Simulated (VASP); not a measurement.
# BaO (Fm-3m) in VASP: density of states with LDA

Aim: the density of states of BaO with LDA.

Everything below comes from runs of VASP 6.6.1. Logs are shortened: lines on timing, memory, paths and dates and some standing lists are left out, and cuts for length are marked.

**1. The cell of the first run**

The structure is cubic, space group Fm-3m (No. 225). The conventional cell has a = 5.500 Å, b = 5.500 Å, c = 5.500 Å, α = 90.00°, β = 90.00°, γ = 90.00°. Within 3.6 Å of Ba (site symmetry m-3m) lie 6 O at 2.75 Å. Within 3.6 Å of O (site symmetry m-3m) lie 6 Ba at 2.75 Å.

**2. Density of states, LDA**

Contents of POSCAR:

```
BaO
1.0
    3.8890870000      0.0000000000      0.0000000000
    1.9445435000      3.3680481395      0.0000000000
    1.9445435000      1.1226827132      3.1754262384
Ba O
1 1
Direct
    0.0000000000      0.0000000000      0.0000000000
    0.5000000000      0.5000000000      0.5000000000
```

Contents of INCAR.step1:

```
SYSTEM = BaO
PREC = Accurate
ENCUT = 520
EDIFF = 1E-6
ISMEAR = 0
SIGMA = 0.01
LREAL = .False.
LASPH = .True.
NELM = 120
ALGO = Normal
ISIF = 2
LWAVE = .False.
LCHARG = .True.
NBANDS = 15
GGA_COMPAT = .False.
NEDOS = 2001
LORBIT = 11
```

Contents of KPOINTS.step1:

```
regular mesh
0
Gamma
  5 5 5
  0 0 0
```

Contents of INCAR.step2:

```
SYSTEM = BaO
PREC = Accurate
ENCUT = 520
EDIFF = 1E-6
ISMEAR = -5
SIGMA = 0.01
LREAL = .False.
LASPH = .True.
NELM = 120
ALGO = Normal
ISIF = 2
LWAVE = .False.
LCHARG = .False.
LORBIT = 11
NEDOS = 2001
ICHARG = 11
GGA_COMPAT = .False.
```

Contents of KPOINTS.step2:

```
regular mesh
0
Gamma
  8 8 8
  0 0 0
```

Potentials or basis: VASP PAW LDA potentials, release 64 (Ba_sv, O).

Run with:

```console
cat potpaw_LDA.64/Ba_sv/POTCAR potpaw_LDA.64/O/POTCAR > POTCAR
cp INCAR.step1 INCAR
cp KPOINTS.step1 KPOINTS
mpirun -np 1 vasp_std > vasp.out
cp INCAR.step2 INCAR
cp KPOINTS.step2 KPOINTS
mpirun -np 1 vasp_std > vasp.out
```

OUTCAR:

```text
SYSTEM = BaO
   PREC = Accurate
   ENCUT = 520
   EDIFF = 1E-6
   ISMEAR = -5
   LREAL = .False.
   LASPH = .True.
   NELM = 120
   ISIF = 2
   LORBIT = 11
   ICHARG = 11

 ion  position               nearest neighbor table
   1  0.000  0.000  0.000-   2 2.75   2 2.75   2 2.75   2 2.75   2 2.75   2 2.75
   2  0.500  0.500  0.500-   1 2.75   1 2.75   1 2.75   1 2.75   1 2.75   1 2.75

  LATTYP: Found a face centered cubic cell.
 ALAT       =     5.4999995806

  Lattice vectors:

 A1 = (   3.8890870000,   0.0000000000,   0.0000000000)
 A2 = (   1.9445435000,   3.3680481395,   0.0000000000)
 A3 = (   1.9445435000,   1.1226827132,   3.1754262384)

Analysis of symmetry for initial positions (statically):
=====================================================================
 Subroutine PRICEL returns:
 Original cell was already a primitive cell.

 Routine SETGRP: Setting up the symmetry group for a
 face centered cubic supercell.

 Subroutine GETGRP returns: Found 48 space group operations
 (whereof 48 operations were pure point group operations)
 out of a pool of 48 trial point group operations.

The static configuration has the point symmetry O_h .

Analysis of symmetry for dynamics (positions and initial velocities):
=====================================================================
 Subroutine PRICEL returns:
 Original cell was already a primitive cell.

 Routine SETGRP: Setting up the symmetry group for a
 face centered cubic supercell.

 Subroutine GETGRP returns: Found 48 space group operations
 (whereof 48 operations were pure point group operations)
 out of a pool of 48 trial point group operations.

The dynamic configuration has the point symmetry O_h .

 Subroutine INISYM returns: Found 48 space group operations
 (whereof 48 operations are pure point group operations),
 and found     1 'primitive' translations

----------------------------------------------------------------------------------------

                                     Primitive cell

  volume of cell :      41.5937

  direct lattice vectors                    reciprocal lattice vectors
     3.889087000  0.000000000  0.000000000     0.257129758 -0.148453935 -0.104972784
     1.944543500  3.368048139  0.000000000     0.000000000  0.296907870 -0.104972784
     1.944543500  1.122682713  3.175426238     0.000000000  0.000000000  0.314918353

  length of vectors
     3.889087000  3.889087000  3.889087000     0.314918353  0.314918353  0.314918353

  position of ions in fractional coordinates (direct lattice)
     0.000000000  0.000000000  0.000000000
     0.500000000  0.500000000  0.500000000

  ion indices of the primitive-cell ions
   primitive index   ion index
                 1           1
                 2           2

----------------------------------------------------------------------------------------

 KPOINTS: regular mesh

Automatic generation of k-mesh.
 Grid dimensions read from file:
 generate k-points for:    8    8    8

 Generating k-lattice:

  Cartesian coordinates                     Fractional coordinates (reciprocal lattice)
     0.032141220 -0.018556742 -0.013121598     0.125000000  0.000000000  0.000000000
     0.000000000  0.037113484 -0.013121598     0.000000000  0.125000000 -0.000000000
     0.000000000  0.000000000  0.039364794     0.000000000  0.000000000  0.125000000

  Length of vectors
     0.039364794  0.039364794  0.039364794

  Shift w.r.t. Gamma in fractional coordinates (k-lattice)
     0.000000000  0.000000000  0.000000000

 TETIRR: Found     76 inequivalent tetrahedra from     3072

 Subroutine IBZKPT returns following result:
 ===========================================

 Found     29 irreducible k-points:

 Following reciprocal coordinates:
            Coordinates               Weight
  0.000000  0.000000  0.000000      1.000000
  0.125000 -0.000000 -0.000000      8.000000
  0.250000 -0.000000 -0.000000      8.000000
  0.375000 -0.000000  0.000000      8.000000
  0.500000 -0.000000 -0.000000      4.000000
  0.125000  0.125000 -0.000000      6.000000
[... 16 lines left out ...]
  0.500000  0.250000  0.125000     48.000000
 -0.375000  0.250000  0.125000     24.000000
 [... further k-points ...]
   k-points           NKPTS =     29   k-points in BZ     NKDIM =     29   number of bands    NBANDS=     12
   number of dos      NEDOS =   2001   number of ions     NIONS =      2
   total plane-waves  NPLWV =  27000
   dimension x,y,z NGX =    30 NGY =   30 NGZ =   30
   dimension x,y,z NGXF=    60 NGYF=   60 NGZF=   60
   ions per type =               1   1
   NGX,Y,Z   is equivalent  to a cutoff of  12.82, 12.82, 12.82 a.u.
   NGXF,Y,Z  is equivalent  to a cutoff of  25.65, 25.65, 25.65 a.u.
 SYSTEM =  BaO
   PREC   = accura    normal or accurate (medium, high low for compatibility)
   ISTART =      0    job   : 0-new  1-cont  2-samecut
   ICHARG =     11    charge: 1-file 2-atom 10-const
   ISPIN  =      1    spin polarized calculation?
   LNONCOLLINEAR =      F non collinear calculations
   LSORBIT =      F    spin-orbit coupling
   LASPH  =      T    aspherical Exc in radial PAW
   ENCUT  =  520.0 eV  38.22 Ry    6.18 a.u.   7.23  7.23  7.23*2*pi/ulx,y,z
   NELM   =    120;   NELMIN=  2; NELMDL=  0     # of ELM steps
   EDIFF  = 0.1E-05   stopping-criterion for ELM
   LREAL  =      F    real-space projection
   EDIFFG = 0.1E-04   stopping-criterion for IOM
   NSW    =      0    number of steps for IOM
   IBRION =     -1    ionic relax: 0-MD 1-quasi-New 2-CG
   NFREE  =      0    steps in history (QN), initial steepest desc. (CG)
   ISIF   =      2    stress and relaxation
   ISYM   =      2    0-nonsym 1-usesym 2-fastsym
   POTIM  = 0.5000    time-step for ionic-motion
   TEBEG  =    0.0;   TEEND  =   0.0 temperature during run
   PSTRESS=    0.0 pullay stress
   NELECT =      16.0000    total number of electrons
   NUPDOWN=      -1.0000    fix difference up-down
   EMIN   =  10.00;   EMAX   =-10.00  energy-range for DOS
   EFERMI =   0.00;   METHOD = LEGACY
   ISMEAR =    -5;   SIGMA  =   0.01  broadening in eV -4-tet -1-fermi 0-gaus
   EFERMI_NEDOS =   21; number of points for ismear=-14 and -15
   IALGO  =     38    algorithm
   IMIX   =      4    mixing-type and parameters
     AMIX     =   0.40;   BMIX     =  1.00
     AMIX_MAG =   1.60;   BMIX_MAG =  1.00
  volume/ion in A,a.u.               =      20.80       140.34
  Fermi-wavevector in a.u.,A,eV,Ry     =   1.190617  2.249940 19.287203  1.417569
  Thomas-Fermi vector in A             =   2.326698
   LORBIT       =     11    0 simple, 1 ext, 2 COOP (PROOUT), +10 PAW based schemes
   GGA     = CA    functional components
   LHFCALC =     F    Hartree Fock is set to
   AEXX    =    0.0000 exact exchange contribution
   IVDW    =     0    specifies the selected vdW correction
   LEPSILON=     F    determine dielectric tensor
   LRPA    =     F    only Hartree local field effects (RPA)
 non-spin polarized calculation
 Fermi weights with tetrahedron method with Bloechl corrections
  energy-cutoff  :      520.00
  volume of cell :       41.59
 maximum number of plane-waves:      1139
 NGX is ok and might be reduce to    30

 number of electron      15.9999996 magnetization

 Free energy of the ion-electron system (eV)
  ---------------------------------------------------
  ext. energy  EPLUGINS =         0.00000000
  ---------------------------------------------------
  free energy    TOTEN  =       -13.10975498 eV

  energy without entropy =      -13.10975498  energy(sigma->0) =      -13.10975498

 E-fermi :   1.7091     XC(G=0): -10.1656

 val. band max:        1.6909487905   @ k =   0.5000   0.5000  -0.0000
 cond. band min:       3.4345448906   @ k =   0.5000   0.5000  -0.0000
 fundamental gap:      1.7435961000
 Fermi energy:         1.7090674318

 k-point     1 :       0.0000    0.0000    0.0000
  band No.  band energies     occupation
      1     -24.0683      2.00000
      2     -13.0679      2.00000
      3      -8.5373      2.00000
      4      -8.5373      2.00000
      5      -8.5373      2.00000
      6       1.2697      2.00000
      7       1.2697      2.00000
      8       1.2697      2.00000
      9       5.1011      0.00000
     10       6.2737      0.00000
     11       6.2737      0.00000
     12       6.2737      0.00000

 k-point     2 :       0.1250   -0.0000   -0.0000
  band No.  band energies     occupation
      1     -24.0277      2.00000
      2     -13.1919      2.00000
      3      -8.5689      2.00000
      4      -8.5571      2.00000
      5      -8.5571      2.00000
      6       0.9108      2.00000
      7       1.0575      2.00000
      8       1.0575      2.00000
      9       5.7566      0.00000
     10       6.1422      0.00000
     11       6.5752      0.00000
     12       6.5752      0.00000

 k-point     3 :       0.2500   -0.0000   -0.0000
  band No.  band energies     occupation
      1     -23.9271      2.00000
      2     -13.4909      2.00000
      3      -8.6395      2.00000
      4      -8.6034      2.00000
      5      -8.6034      2.00000
      6       0.2473      2.00000
      7       0.6073      2.00000
      8       0.6073      2.00000
      9       6.0286      0.00000
     10       7.3901      0.00000
     11       7.3933      0.00000
     12       7.3933      0.00000
[... 286 lines left out ...]
 k-point    23 :       0.5000    0.2500    0.1250
  band No.  band energies     occupation
      1     -23.7715      2.00000
      2     -13.6675      2.00000
      3      -9.2084      2.00000
      4      -9.0479      2.00000
      5      -8.6528      2.00000
      6       0.1249      2.00000
      7       0.4045      2.00000
      8       1.0699      2.00000
      9       5.6807      0.00000
     10       7.6146      0.00000
     11       9.0982      0.00000
     12       9.2299      0.00000

 k-point    24 :      -0.3750    0.2500    0.1250
  band No.  band energies     occupation
      1     -23.7364      2.00000
      2     -13.7238      2.00000
      3      -9.2313      2.00000
      4      -9.2102      2.00000
      5      -8.6401      2.00000
      6       0.0125      2.00000
      7       0.6783      2.00000
      8       0.7467      2.00000
      9       6.4371      0.00000
     10       7.0529      0.00000
     11       9.6020      0.00000
     12       9.6265      0.00000

 [... further k-points ...]

------------------------ aborting loop because EDIFF is reached ----------------------------------------

  FORCE on cell =-STRESS in cart. coord.  units (eV):
  Direction    XX          YY          ZZ          XY          YZ          ZX
  --------------------------------------------------------------------------------------
  -------------------------------------------------------------------------------------
  Total       -0.2492518     -0.2492518     -0.2492518     -0.0000000     -0.0000000     -0.0000000
  in kB       -9.6010967     -9.6010967     -9.6010967     -0.0000000     -0.0000000     -0.0000000
  external PRESSURE =      -9.6010967 kB  Pullay stress =       0.0000000 kB

 VOLUME and BASIS-vectors are now :
 -----------------------------------------------------------------------------
  energy-cutoff  :      520.00
  volume of cell :       41.59
      direct lattice vectors                 reciprocal lattice vectors
     3.889087000  0.000000000  0.000000000     0.257129758 -0.148453935 -0.104972784
     1.944543500  3.368048139  0.000000000     0.000000000  0.296907870 -0.104972784
     1.944543500  1.122682713  3.175426238     0.000000000  0.000000000  0.314918353

 POSITION                                       TOTAL-FORCE (eV/Angst)
 -----------------------------------------------------------------------------------
      0.00000      0.00000      0.00000         0.000000      0.000000      0.000000
      3.88909      2.24537      1.58771        -0.000000     -0.000000      0.000000
 -----------------------------------------------------------------------------------
    total drift:                                0.000000      0.000000     -0.000000

  FREE ENERGIE OF THE ION-ELECTRON SYSTEM (eV)
  ---------------------------------------------------
  free  energy   TOTEN  =       -13.1097549768 eV

  energy  without entropy=      -13.1097549768  energy(sigma->0) =      -13.10975498

 total charge

# of ion       s       p       d       tot
------------------------------------------
    1        2.017   5.614   0.356   7.987
    2        1.549   3.365   0.000   4.913
--------------------------------------------------
tot          3.566   8.978   0.356  12.900
```

Wall time 31 s (1 thread of Intel Xeon 8259CL, shared host); peak memory 0.15 GiB.

Results:

```
Valence electrons inside the program's atomic spheres : Ba 7.99; O 4.91
```

Caveat: spin-orbit coupling is left out, which moves the levels of the heavy elements.
